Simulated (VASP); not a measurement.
# Be (Im-3m) in VASP: further runs, part 2 of 2

VASP 6.6.1.

## Step 5: Single point, B3LYP+D4

File POSCAR:

```
Be
1.0
   -1.2531209500      1.2531209500      1.2531209500
    1.2531209500     -1.2531209500      1.2531209500
    1.2531209500      1.2531209500     -1.2531209500
Be
1
Direct
    0.0000000000      0.0000000000      0.0000000000
```

File INCAR.step1:

```
ALGO     = Normal         # electronic algorithm
EDIFF    = 1E-5           # SCF threshold, eV
ENCUT    = 520            # plane-wave cutoff, eV
GGA      = PE             # functional
GGA_COMPAT= False        
ISIF     = 2              # what is computed and relaxed
ISMEAR   = 0              # smearing method
LASPH    = True           # aspherical terms in the spheres
LCHARG   = False          # write CHGCAR
LREAL    = False          # projectors in reciprocal space
LWAVE    = True           # write WAVECAR
NBANDS   = 7              # bands
NELM     = 120            # most SCF steps
PREC     = Accurate       # precision mode
SIGMA    = 0.02           # smearing width, eV
```

File INCAR.step2:

```
AEXX     = 0.2            # exact-exchange fraction
AGGAC    = 0.81         
AGGAX    = 0.72         
ALDAC    = 0.19         
ALGO     = Normal         # electronic algorithm
EDIFF    = 1E-6           # SCF threshold, eV
ENCUT    = 520            # plane-wave cutoff, eV
GGA      = B3             # functional
GGA_COMPAT= False        
ISIF     = 2              # what is computed and relaxed
ISMEAR   = 0              # smearing method
ISTART   = 1            
IVDW     = 13             # dispersion correction
LASPH    = True           # aspherical terms in the spheres
LCHARG   = False          # write CHGCAR
LHFCALC  = True           # exact exchange
LREAL    = False          # projectors in reciprocal space
LWAVE    = False          # write WAVECAR
NBANDS   = 7              # bands
NELM     = 120            # most SCF steps
PREC     = Accurate       # precision mode
PRECFOCK = Normal       
SIGMA    = 0.02           # smearing width, eV
```

File KPOINTS:

```
k-points
0
Gamma
  11 11 11
```

Potentials or basis: VASP PAW PBE potentials, release 64 (Be).

Command:

```console
$ cat potpaw_PBE.64/Be/POTCAR > POTCAR
$ cp INCAR.step1 INCAR
$ mpirun -np 1 vasp_std > vasp.out
$ cp INCAR.step2 INCAR
$ mpirun -np 1 vasp_std > vasp.out
```

OUTCAR:

```text
AEXX = 0.2
   EDIFF = 1E-6
   ENCUT = 520
   GGA = B3
   ISIF = 2
   ISMEAR = 0
   ISTART = 1
   IVDW = 13
   LASPH = True
   LHFCALC = True
   LREAL = False
   NELM = 120
   PREC = Accurate
   PRECFOCK = Normal

 ion  position               nearest neighbor table
   1  0.000  0.000  0.000-

  LATTYP: Found a body centered cubic cell.
 ALAT       =     2.5062419000

  Lattice vectors:

 A1 = (  -1.2531209500,   1.2531209500,   1.2531209500)
 A2 = (   1.2531209500,  -1.2531209500,   1.2531209500)
 A3 = (   1.2531209500,   1.2531209500,  -1.2531209500)

Analysis of symmetry for initial positions (statically):
=====================================================================
 Subroutine PRICEL returns:
 Original cell was already a primitive cell.

 Routine SETGRP: Setting up the symmetry group for a
 body centered cubic supercell.

 Subroutine GETGRP returns: Found 48 space group operations
 (whereof 48 operations were pure point group operations)
 out of a pool of 48 trial point group operations.

The static configuration has the point symmetry O_h .

Analysis of symmetry for dynamics (positions and initial velocities):
=====================================================================
 Subroutine PRICEL returns:
 Original cell was already a primitive cell.

 Routine SETGRP: Setting up the symmetry group for a
 body centered cubic supercell.

 Subroutine GETGRP returns: Found 48 space group operations
 (whereof 48 operations were pure point group operations)
 out of a pool of 48 trial point group operations.

The dynamic configuration has the point symmetry O_h .

 Subroutine INISYM returns: Found 48 space group operations
 (whereof 48 operations are pure point group operations),
 and found     1 'primitive' translations

----------------------------------------------------------------------------------------

                                     Primitive cell

  volume of cell :       7.8712

  direct lattice vectors                    reciprocal lattice vectors
    -1.253120950  1.253120950  1.253120950     0.000000000  0.399003783  0.399003783
     1.253120950 -1.253120950  1.253120950     0.399003783  0.000000000  0.399003783
     1.253120950  1.253120950 -1.253120950     0.399003783  0.399003783  0.000000000

  length of vectors
     2.170469153  2.170469153  2.170469153     0.564276562  0.564276562  0.564276562

  position of ions in fractional coordinates (direct lattice)
     0.000000000  0.000000000  0.000000000

  ion indices of the primitive-cell ions
   primitive index   ion index
                 1           1

----------------------------------------------------------------------------------------

 KPOINTS: k-points

Automatic generation of k-mesh.
 Grid dimensions read from file:
 generate k-points for:   11   11   11

 Generating k-lattice:

  Cartesian coordinates                     Fractional coordinates (reciprocal lattice)
     0.000000000  0.036273071  0.036273071     0.090909091  0.000000000  0.000000000
     0.036273071  0.000000000  0.036273071     0.000000000  0.090909091  0.000000000
     0.036273071  0.036273071  0.000000000     0.000000000  0.000000000  0.090909091

  Length of vectors
     0.051297869  0.051297869  0.051297869

  Shift w.r.t. Gamma in fractional coordinates (k-lattice)
     0.000000000  0.000000000  0.000000000

 Subroutine IBZKPT returns following result:
 ===========================================

 Found     56 irreducible k-points:

 Following reciprocal coordinates:
            Coordinates               Weight
  0.000000  0.000000  0.000000      1.000000
  0.090909  0.000000  0.000000     12.000000
  0.181818  0.000000  0.000000     12.000000
  0.272727  0.000000  0.000000     12.000000
  0.363636  0.000000  0.000000     12.000000
  0.454545  0.000000  0.000000     12.000000
[... 16 lines left out ...]
  0.272727  0.181818  0.090909     48.000000
  0.363636  0.181818  0.090909     24.000000
 [... further k-points ...]
   k-points           NKPTS =     56   k-points in BZ     NKDIM =   1331   number of bands    NBANDS=      7
   number of dos      NEDOS =    301   number of ions     NIONS =      1
   total plane-waves  NPLWV =   4096
   dimension x,y,z NGX =    16 NGY =   16 NGZ =   16
   dimension x,y,z NGXF=    32 NGYF=   32 NGZF=   32
   ions per type =               1
   NGX,Y,Z   is equivalent  to a cutoff of  12.26, 12.26, 12.26 a.u.
   NGXF,Y,Z  is equivalent  to a cutoff of  24.51, 24.51, 24.51 a.u.
 SYSTEM =  unknown system
   PREC   = accura    normal or accurate (medium, high low for compatibility)
   ISTART =      1    job   : 0-new  1-cont  2-samecut
   ICHARG =      0    charge: 1-file 2-atom 10-const
   ISPIN  =      1    spin polarized calculation?
   LNONCOLLINEAR =      F non collinear calculations
   LSORBIT =      F    spin-orbit coupling
   LASPH  =      T    aspherical Exc in radial PAW
   ENCUT  =  520.0 eV  38.22 Ry    6.18 a.u.   4.04  4.04  4.04*2*pi/ulx,y,z
   NELM   =    120;   NELMIN=  2; NELMDL=  0     # of ELM steps
   EDIFF  = 0.1E-05   stopping-criterion for ELM
   LREAL  =      F    real-space projection
   EDIFFG = 0.1E-04   stopping-criterion for IOM
   NSW    =      0    number of steps for IOM
   IBRION =     -1    ionic relax: 0-MD 1-quasi-New 2-CG
   NFREE  =      0    steps in history (QN), initial steepest desc. (CG)
   ISIF   =      2    stress and relaxation
   ISYM   =      3    0-nonsym 1-usesym 2-fastsym
   POTIM  = 0.5000    time-step for ionic-motion
   TEBEG  =    0.0;   TEEND  =   0.0 temperature during run
   PSTRESS=    0.0 pullay stress
   NELECT =       2.0000    total number of electrons
   NUPDOWN=      -1.0000    fix difference up-down
   EMIN   =  10.00;   EMAX   =-10.00  energy-range for DOS
   EFERMI =   0.00;   METHOD = LEGACY
   ISMEAR =     0;   SIGMA  =   0.02  broadening in eV -4-tet -1-fermi 0-gaus
   EFERMI_NEDOS =   21; number of points for ismear=-14 and -15
   IALGO  =     38    algorithm
   IMIX   =      1    mixing-type and parameters
     AMIX     =   0.40;   BMIX     =  1.00
     AMIX_MAG =   1.60;   BMIX_MAG =  1.00
  volume/ion in A,a.u.               =       7.87        53.12
  Fermi-wavevector in a.u.,A,eV,Ry     =   1.036904  1.959464 14.628572  1.075170
  Thomas-Fermi vector in A             =   2.171317
   LORBIT       =      0    0 simple, 1 ext, 2 COOP (PROOUT), +10 PAW based schemes
   GGA     = B3    functional components
   LHFCALC =     T    Hartree Fock is set to
   PRECFOCK=normal    Normal, Fast or Accurate (Low or Medium for compatibility)
   ENCUT4O =  -1.0   cutoff for four orbital integrals eV
   NKREDX  =     1    reduce k-point grid by
   NKREDY  =     1    reduce k-point grid by
   NKREDZ  =     1    reduce k-point grid by
   AEXX    =    0.2000 exact exchange contribution
   HFSCREEN=    0.0000 screening length (either q_TF or 0.3 A-1)
   HFSCREENC=   0.0000 screening length for correlation (either q_TF or 0.3 A-1)
   ENCUTFOCK=  -1.0 apply spherical cutoff to Coloumb kernel
   IVDW    =    13    specifies the selected vdW correction
   LEPSILON=     F    determine dielectric tensor
   LRPA    =     F    only Hartree local field effects (RPA)
 non-spin polarized calculation
 Gauss-broadening in eV      SIGMA  =   0.02
  energy-cutoff  :      520.00
  volume of cell :        7.87
 maximum number of plane-waves:       228
  NGX = 14; NGY = 14; NGZ = 14

 number of electron       2.0000000 magnetization

 Free energy of the ion-electron system (eV)
  ---------------------------------------------------
  ext. energy  EPLUGINS =         0.00000000
  ---------------------------------------------------
  free energy    TOTEN  =        -3.18641859 eV

  energy without entropy =       -3.18634040  energy(sigma->0) =       -3.18637949

 E-fermi :   7.9293     XC(G=0):  -8.4666

 val. band max:        7.9097319827   @ k =   0.3636   0.2727  -0.0000
 cond. band min:       8.9393192328   @ k =   0.2727   0.2727   0.0909
 fundamental gap:      1.0295872501
 Fermi energy:         7.9292904732

 k-point     1 :       0.0000    0.0000    0.0000
  band No.  band energies     occupation
      1      -5.6844      2.00000
      2      28.6549      0.00000
      3      28.6549      0.00000
      4      28.6549      0.00000
      5      40.3698      0.00000
      6      40.3698      0.00000
      7      40.3698      0.00000
[... 221 lines left out ...]
 k-point    24 :       0.3636    0.1818    0.0909
  band No.  band energies     occupation
      1       4.1765      2.00000
      2       9.0030      0.00000
      3      15.8165      0.00000
      4      19.9041      0.00000
      5      39.4310      0.00000
      6      41.0974      0.00000
      7      47.8016      0.00000

 [... further k-points ...]

------------------------ aborting loop because EDIFF is reached ----------------------------------------

  DFT-D4 for vdW energy calculation

  Edisp (eV):   -0.17740

  FORCE on cell =-STRESS in cart. coord.  units (eV):
  Direction    XX          YY          ZZ          XY          YZ          ZX
  --------------------------------------------------------------------------------------
  -------------------------------------------------------------------------------------
  Total      -0.28411    -0.28411    -0.28411    -0.00000     0.00000    -0.00000
  in kB     -57.83124   -57.83124   -57.83124    -0.00000     0.00000    -0.00000
  external pressure =      -57.83 kB  Pullay stress =        0.00 kB

 VOLUME and BASIS-vectors are now :
 -----------------------------------------------------------------------------
  energy-cutoff  :      520.00
  volume of cell :        7.87
      direct lattice vectors                 reciprocal lattice vectors
    -1.253120950  1.253120950  1.253120950     0.000000000  0.399003783  0.399003783
     1.253120950 -1.253120950  1.253120950     0.399003783  0.000000000  0.399003783
     1.253120950  1.253120950 -1.253120950     0.399003783  0.399003783  0.000000000

 POSITION                                       TOTAL-FORCE (eV/Angst)
 -----------------------------------------------------------------------------------
      0.00000      0.00000      0.00000         0.000000     -0.000000      0.000000
 -----------------------------------------------------------------------------------
    total drift:                                0.000000      0.000000      0.000000

  FREE ENERGIE OF THE ION-ELECTRON SYSTEM (eV)
  ---------------------------------------------------
  free  energy   TOTEN  =        -3.3638215689 eV

  energy  without entropy=       -3.3637433779  energy(sigma->0) =       -3.36378247
```

Wall time 4 min (1 thread of Intel Xeon Platinum 8259CL at 2.50GHz (Skylake/Cascade Lake), shared host); peak memory 0.13 GiB.

What came out:

- Free energy: -3.3638 eV
- Pressure: -5.8 GPa
- Band gap on the k mesh: zero (bands 1 and 2 overlap by 5.58 eV)
- Dispersion energy per atom: -0.177 eV

Levels at points of the mesh, in eV from the Fermi level:
| k point | band 1 | band 2 | band 3 | band 4 | band 5 | band 6 |
| --- | --- | --- | --- | --- | --- | --- |
| (0.00, 0.00, 0.00) | -13.61 | 20.73 | 20.73 | 20.73 | 32.44 | 32.44 |

Caveat: the cell stands under tension; the PAW data sets were made with another functional, which shifts forces and pressure a little.

## Step 6: Summary

| level | k mesh | cutoff (eV) | smearing | grid for exact exchange (PRECFOCK) | share of exact exchange | gap on the mesh (eV) | pressure (GPa) |
| --- | --- | --- | --- | --- | --- | --- | --- |
| b88 exchange, pbe correlation | 15 × 15 × 15 | 600 | tetrahedron | - | - | none | 0.5 |
| PBEsol+D4 | 15 × 15 × 15 | 600 | fermi-dirac 0.1 eV | - | - | none | -2.8 |
| B3LYP+D4 | 11 × 11 × 11 | 520 | gaussian 0.02 eV | Normal | 0.2 | none | -5.8 |

Alike in all rows: task single point; potentials or basis VASP PAW PBE potentials, release 64 (Be); no spin polarisation; cell as given.

The pressure there spans -5.8 GPa (B3LYP+D4) to 0.5 GPa (b88 exchange, pbe correlation); a positive pressure means that this level wants a larger cell, a negative one a smaller.

Caveats: the PAW data sets were made with another functional, which shifts forces and pressure a little; the cell stands under tension (at least some runs).

Absolute energies hang on the potentials; compare differences alone.

The gap in the log of VASP goes by the Fermi energy; the results here count the filled bands.